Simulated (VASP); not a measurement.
# Al6Ru (Cmcm) in VASP: electric field gradients with r2SCAN

Aim: the electric field gradients of Al6Ru with r2SCAN.

Everything below comes from runs of VASP 6.6.1. Logs are shortened: lines on timing, memory, paths and dates and some standing lists are left out, and cuts for length are marked.

## 1. The cell of the first run

Symmetry: Cmcm, No. 63, orthorhombic system. Conventional cell: a = 7.460 Å, b = 6.520 Å, c = 8.913 Å, α = 90.00°, β = 90.00°, γ = 90.00°. Al (site symmetry 2) has 2 Ru at 2.62 Å and 9 Al at 2.70 to 2.96 Å within 3.4 Å. Al (site symmetry m) has 1 Ru at 2.50 Å and 10 Al at 2.56 to 2.95 Å within 3.3 Å. Al (site symmetry m) has 2 Ru at 2.56 to 2.62 Å and 9 Al at 2.70 to 2.96 Å within 3.4 Å. Ru (site symmetry m2m) has 10 Al at 2.50 to 2.62 Å within 3.3 Å.

## 2. Electric field gradients, r2SCAN

Input file POSCAR:

```
Al6Ru
1.0
    3.7297716873     -3.2601280980      0.0000000000
    3.7297716873      3.2601280980      0.0000000000
    0.0000000000      0.0000000000      8.9130046800
Al Ru
12 2
Direct
    0.3190148800      0.3190148800      0.0000000000
    0.6809851200      0.6809851200      0.5000000000
    0.6809851200      0.6809851200      0.0000000000
    0.3190148800      0.3190148800      0.5000000000
    0.8571994000      0.1428006000      0.0984101400
    0.1428006000      0.8571994000      0.5984101400
    0.8571994000      0.1428006000      0.4015898600
    0.1428006000      0.8571994000      0.9015898600
    0.0210455800      0.6172270000      0.2500000000
    0.9789544200      0.3827730000      0.7500000000
    0.3827730000      0.9789544200      0.2500000000
    0.6172270000      0.0210455800      0.7500000000
    0.5350265800      0.4649734200      0.2500000000
    0.4649734200      0.5350265800      0.7500000000
```

Input file INCAR.step1:

```
SYSTEM = Al6Ru
PREC = Accurate
ENCUT = 520
ISMEAR = -1
SIGMA = 0.05
LREAL = .False.
LASPH = .True.
NELM = 100
NBANDS = 45
GGA = PE
ALGO = Normal
EDIFF = 1E-4
LWAVE = .True.
LCHARG = .False.
```

Input file INCAR.step2:

```
SYSTEM = Al6Ru
PREC = Accurate
ENCUT = 520
EDIFF = 1E-8
ISMEAR = -1
SIGMA = 0.05
LREAL = .False.
LASPH = .True.
NELM = 100
ALGO = Normal
ISIF = 2
LWAVE = .False.
LCHARG = .False.
METAGGA = R2SCAN
LMIXTAU = .True.
LEFG = .True.
NBANDS = 45
ISTART = 1
```

Input file KPOINTS:

```
regular mesh
0
Gamma
  7 7 4
  0 0 0
```

Potentials or basis: VASP PAW PBE potentials, release 64 (Al, Ru_pv).

Launch:

```bash
$ cat potpaw_PBE.64/Al/POTCAR potpaw_PBE.64/Ru_pv/POTCAR > POTCAR
$ cp INCAR.step1 INCAR
$ mpirun -np 1 vasp_std > vasp.out
$ cp INCAR.step2 INCAR
$ mpirun -np 1 vasp_std > vasp.out
```

OUTCAR:

```text
SYSTEM = Al6Ru
   PREC = Accurate
   ENCUT = 520
   EDIFF = 1E-8
   ISMEAR = -1
   LREAL = .False.
   LASPH = .True.
   NELM = 100
   ISIF = 2
   METAGGA = R2SCAN
   ISTART = 1

 ion  position               nearest neighbor table
   1  0.319  0.319  0.000-  13 2.62  14 2.62   3 2.70   5 2.70   8 2.70  10 2.79  11 2.79   8 2.83
                             5 2.83   9 2.96  12 2.96
   2  0.681  0.681  0.500-  13 2.62  14 2.62   4 2.70   6 2.70   7 2.70   9 2.79  12 2.79   7 2.83
                             6 2.83  11 2.96  10 2.96
   3  0.681  0.681  0.000-  13 2.62  14 2.62   1 2.70   5 2.70   8 2.70   9 2.79  12 2.79   5 2.83
                             8 2.83  11 2.96  10 2.96
   4  0.319  0.319  0.500-  13 2.62  14 2.62   2 2.70   6 2.70   7 2.70  10 2.79  11 2.79   6 2.83
                             7 2.83   9 2.96  12 2.96
   5  0.857  0.143  0.098-  13 2.50   8 2.56   1 2.70   3 2.70   7 2.70   3 2.83   1 2.83   9 2.92
                            11 2.92   9 2.95  11 2.95
   6  0.143  0.857  0.598-  14 2.50   7 2.56   2 2.70   4 2.70   8 2.70   2 2.83   4 2.83  10 2.92
                            12 2.92  10 2.95  12 2.95
   7  0.857  0.143  0.402-  13 2.50   6 2.56   2 2.70   4 2.70   5 2.70   2 2.83   4 2.83   9 2.92
                            11 2.92   9 2.95  11 2.95
   8  0.143  0.857  0.902-  14 2.50   5 2.56   1 2.70   3 2.70   6 2.70   3 2.83   1 2.83  10 2.92
                            12 2.92  10 2.95  12 2.95
   9  0.021  0.617  0.250-  13 2.56  13 2.62  11 2.70   2 2.79   3 2.79   5 2.92   7 2.92   5 2.95
                             7 2.95   1 2.96   4 2.96
  10  0.979  0.383  0.750-  14 2.56  14 2.62  12 2.70   4 2.79   1 2.79   8 2.92   6 2.92   8 2.95
                             6 2.95   2 2.96   3 2.96
  11  0.383  0.979  0.250-  13 2.56  13 2.62   9 2.70   4 2.79   1 2.79   7 2.92   5 2.92   5 2.95
                             7 2.95   2 2.96   3 2.96
  12  0.617  0.021  0.750-  14 2.56  14 2.62  10 2.70   2 2.79   3 2.79   6 2.92   8 2.92   8 2.95
                             6 2.95   1 2.96   4 2.96
  13  0.535  0.465  0.250-   5 2.50   7 2.50  11 2.56   9 2.56   4 2.62   1 2.62   2 2.62   3 2.62
                            11 2.62   9 2.62
  14  0.465  0.535  0.750-   6 2.50   8 2.50  10 2.56  12 2.56   4 2.62   1 2.62   2 2.62   3 2.62
                            12 2.62  10 2.62

  LATTYP: Found a base centered orthorhombic cell.
 ALAT       =     6.5202561960
 B/A-ratio  =     1.1440567902
 C/A-ratio  =     1.3669715441

  Lattice vectors:

 A1 = (  -3.7297716873,  -3.2601280980,   0.0000000000)
 A2 = (   3.7297716873,  -3.2601280980,   0.0000000000)
 A3 = (   0.0000000000,   0.0000000000,   8.9130046800)

Analysis of symmetry for initial positions (statically):
=====================================================================
 Subroutine PRICEL returns:
 Original cell was already a primitive cell.

 Routine SETGRP: Setting up the symmetry group for a
 base centered orthorhombic supercell.

 Subroutine GETGRP returns: Found  8 space group operations
 (whereof  4 operations were pure point group operations)
 out of a pool of  8 trial point group operations.

The static configuration has the point symmetry C_2h.
 The point group associated with its full space group is D_2h.

Analysis of symmetry for dynamics (positions and initial velocities):
=====================================================================
 Subroutine PRICEL returns:
 Original cell was already a primitive cell.

 Routine SETGRP: Setting up the symmetry group for a
 base centered orthorhombic supercell.

 Subroutine GETGRP returns: Found  8 space group operations
 (whereof  4 operations were pure point group operations)
 out of a pool of  8 trial point group operations.

The dynamic configuration has the point symmetry C_2h.
 The point group associated with its full space group is D_2h.

 Subroutine INISYM returns: Found  8 space group operations
 (whereof  4 operations are pure point group operations),
 and found     1 'primitive' translations

----------------------------------------------------------------------------------------

                                     Primitive cell

  volume of cell :     216.7560

  direct lattice vectors                    reciprocal lattice vectors
     3.729771687 -3.260128098  0.000000000     0.134056463 -0.153368207  0.000000000
     3.729771687  3.260128098  0.000000000     0.134056463  0.153368207  0.000000000
[... 156 lines left out ...]

 E-fermi :   9.0262     XC(G=0): -11.5685

 val. band max:        9.0259223995   @ k =   0.2857   0.0000   0.0000
 cond. band min:       9.0439135280   @ k =   0.1429   0.1429   0.0000
 fundamental gap:      0.0179911285
 Fermi energy:         9.0262238102

 k-point     1 :       0.0000    0.0000    0.0000
  band No.  band energies     occupation
      1     -35.0468      2.00000
      2     -35.0467      2.00000
      3     -35.0320      2.00000
      4     -35.0317      2.00000
      5     -35.0196      2.00000
      6     -35.0173      2.00000
[... 1117 lines left out ...]
     43      12.8645      0.00000
     44      13.1118      0.00000

 [... further k-points ...]

 [bands above 44 left out]

------------------------ aborting loop because EDIFF is reached ----------------------------------------

  FORCE on cell =-STRESS in cart. coord.  units (eV):
  Direction    XX          YY          ZZ          XY          YZ          ZX
  --------------------------------------------------------------------------------------
  -------------------------------------------------------------------------------------
  Total        0.1069910      0.1817098     -0.2285341      0.0000000     -0.0000000      0.0000000
  in kB        0.7908363      1.3431298     -1.6892365      0.0000000     -0.0000000      0.0000000
  external PRESSURE =       0.1482432 kB  Pullay stress =       0.0000000 kB

 VOLUME and BASIS-vectors are now :
 -----------------------------------------------------------------------------
  energy-cutoff  :      520.00
  volume of cell :      216.76
      direct lattice vectors                 reciprocal lattice vectors
     3.729771687 -3.260128098  0.000000000     0.134056463 -0.153368207  0.000000000
     3.729771687  3.260128098  0.000000000     0.134056463  0.153368207  0.000000000
     0.000000000  0.000000000  8.913004680     0.000000000  0.000000000  0.112195610

 POSITION                                       TOTAL-FORCE (eV/Angst)
 -----------------------------------------------------------------------------------
      2.37971      0.00000      0.00000         0.026982      0.000000     -0.000000
      5.07984      0.00000      4.45650        -0.026982      0.000000     -0.000000
      5.07984      0.00000      0.00000        -0.026982      0.000000     -0.000000
      2.37971      0.00000      4.45650         0.026982      0.000000     -0.000000
      3.72977     -2.32903      0.87713        -0.000000      0.013431      0.007213
      3.72977      2.32903      5.33363        -0.000000     -0.013431      0.007213
      3.72977     -2.32903      3.57937        -0.000000      0.013431     -0.007213
      3.72977      2.32903      8.03587        -0.000000     -0.013431     -0.007213
      2.38061      1.94363      2.22825         0.010893      0.010786     -0.000000
      5.07893     -1.94363      6.68475        -0.010893     -0.010786     -0.000000
      5.07893      1.94363      2.22825        -0.010893      0.010786     -0.000000
      2.38061     -1.94363      6.68475         0.010893     -0.010786     -0.000000
      3.72977     -0.22838      2.22825        -0.000000     -0.009834     -0.000000
      3.72977      0.22838      6.68475        -0.000000      0.009834     -0.000000
 -----------------------------------------------------------------------------------
    total drift:                               -0.000000     -0.000000     -0.000000

  FREE ENERGIE OF THE ION-ELECTRON SYSTEM (eV)
  ---------------------------------------------------
  free  energy   TOTEN  =      -136.6045677417 eV

  energy  without entropy=     -136.5767368145  energy(sigma->0) =     -136.59065228

 Electric field gradients (V/A^2)
---------------------------------------------------------------------
 ion       V_xx      V_yy      V_zz      V_xy      V_xz      V_yz
---------------------------------------------------------------------
   1      -6.798    24.768   -17.970    -0.000    -0.000     0.419
   2      -6.798    24.768   -17.970     0.000     0.000    -0.419
   3      -6.798    24.768   -17.970    -0.000    -0.000     0.419
   4      -6.798    24.768   -17.970     0.000     0.000    -0.419
   5       6.667   -14.380     7.713     0.000    -0.000   -22.754
   6       6.667   -14.380     7.713    -0.000     0.000    22.754
   7       6.667   -14.380     7.713    -0.000     0.000    22.754
   8       6.667   -14.380     7.713     0.000    -0.000   -22.754
   9     -16.035   -10.218    26.254    25.392     0.000     0.000
  10     -16.035   -10.218    26.254    25.392     0.000     0.000
  11     -16.035   -10.218    26.254   -25.392     0.000    -0.000
  12     -16.035   -10.218    26.254   -25.392     0.000    -0.000
  13      26.366   -13.480   -12.886     0.000     0.000    -0.000
  14      26.366   -13.480   -12.886    -0.000    -0.000    -0.000
---------------------------------------------------------------------

 Electric field gradients after diagonalization (V/A^2)
 (convention: |V_zz| > |V_xx| > |V_yy|)
----------------------------------------------------------------------
 ion       V_xx      V_yy      V_zz     asymmetry (V_yy - V_xx)/ V_zz
----------------------------------------------------------------------
   1     -17.975    -6.798    24.773       0.451
   2     -17.975    -6.798    24.773       0.451
   3     -17.975    -6.798    24.773       0.451
   4     -17.975    -6.798    24.773       0.451
   5      21.960     6.667   -28.627       0.534
   6      21.960     6.667   -28.627       0.534
   7      21.960     6.667   -28.627       0.534
   8      21.960     6.667   -28.627       0.534
   9      26.254    12.432   -38.685       0.357
  10      26.254    12.432   -38.685       0.357
  11      26.254    12.432   -38.685       0.357
  12      26.254    12.432   -38.685       0.357
  13     -13.480   -12.886    26.366       0.023
  14     -13.480   -12.886    26.366       0.023
----------------------------------------------------------------------

           NMR quadrupolar parameters

 Cq : quadrupolar parameter    Cq=e*Q*V_zz/h
 eta: asymmetry parameters     (V_yy - V_xx)/ V_zz
 Q  : nuclear electric quadrupole moment in mb (millibarn)
----------------------------------------------------------------------
 ion       Cq(MHz)       eta       Q (mb)
----------------------------------------------------------------------
   1       0.060       0.451       1.000
   2       0.060       0.451       1.000
   3       0.060       0.451       1.000
   4       0.060       0.451       1.000
   5      -0.069       0.534       1.000
   6      -0.069       0.534       1.000
   7      -0.069       0.534       1.000
   8      -0.069       0.534       1.000
   9      -0.094       0.357       1.000
  10      -0.094       0.357       1.000
  11      -0.094       0.357       1.000
  12      -0.094       0.357       1.000
  13       0.064       0.023       1.000
  14       0.064       0.023       1.000
----------------------------------------------------------------------
```

It took 17 min on 1 thread of Intel Xeon 6975P-C (Granite Rapids), shared host; peak memory 0.59 GiB.

Results:

```yaml
Free_energy: -136.6046 eV
Pressure: 0.0 GPa
Largest_force: 0.027 eV/Å
Band_gap_on_the_k_mesh: zero (band 32 reaches 9.20 eV, above the bottom of band 33 at 8.81 eV)
```

Forces in eV/Å, atoms in the order of the input:
```
Al   0.027  0.000  0.000
Al  -0.027  0.000  0.000
Al  -0.027  0.000  0.000
Al   0.027  0.000  0.000
Al   0.000  0.013  0.007
Al   0.000 -0.013  0.007
Al   0.000  0.013 -0.007
Al   0.000 -0.013 -0.007
Al   0.011  0.011  0.000
Al  -0.011 -0.011  0.000
Al  -0.011  0.011  0.000
Al   0.011 -0.011  0.000
Ru   0.000 -0.010  0.000
Ru   0.000  0.010  0.000
```

Stress tensor (GPa, compression positive):
```
 0.08  0.00  0.00
 0.00  0.13  0.00
 0.00  0.00 -0.17
```

Levels at points of the mesh, in eV from the Fermi level:
```tsv
k point	band 28	band 29	band 30	band 31	band 32	band 33	band 34	band 35	band 36	band 37
(0.00, 0.00, 0.00)	-2.17	-2.09	-1.48	-1.12	-0.89	-0.07	0.89	1.18	1.35	1.51
(0.00, 0.00, 0.50)	-2.18	-1.08	-1.08	-1.01	-1.01	0.74	0.74	0.78	0.78	1.29
```

Electric field gradients, principal values (V/Å²):
```
 atom    least   middle  greatest (by size)
 1 Al   -6.798  -17.975              24.773
 2 Al   -6.798  -17.975              24.773
 3 Al   -6.798  -17.975              24.773
 4 Al   -6.798  -17.975              24.773
 5 Al    6.667   21.960             -28.627
 6 Al    6.667   21.960             -28.627
 7 Al    6.667   21.960             -28.627
 8 Al    6.667   21.960             -28.627
 9 Al   12.432   26.254             -38.685
10 Al   12.432   26.254             -38.685
11 Al   12.432   26.254             -38.685
12 Al   12.432   26.254             -38.685
13 Ru  -12.886  -13.480              26.366
14 Ru  -12.886  -13.480              26.366
```

Caveat: without QUAD_EFG the Cq values of the log hold for a quadrupole moment of 1 mb, not for the nuclei; the PAW data sets were made with another functional, which shifts forces and pressure a little.
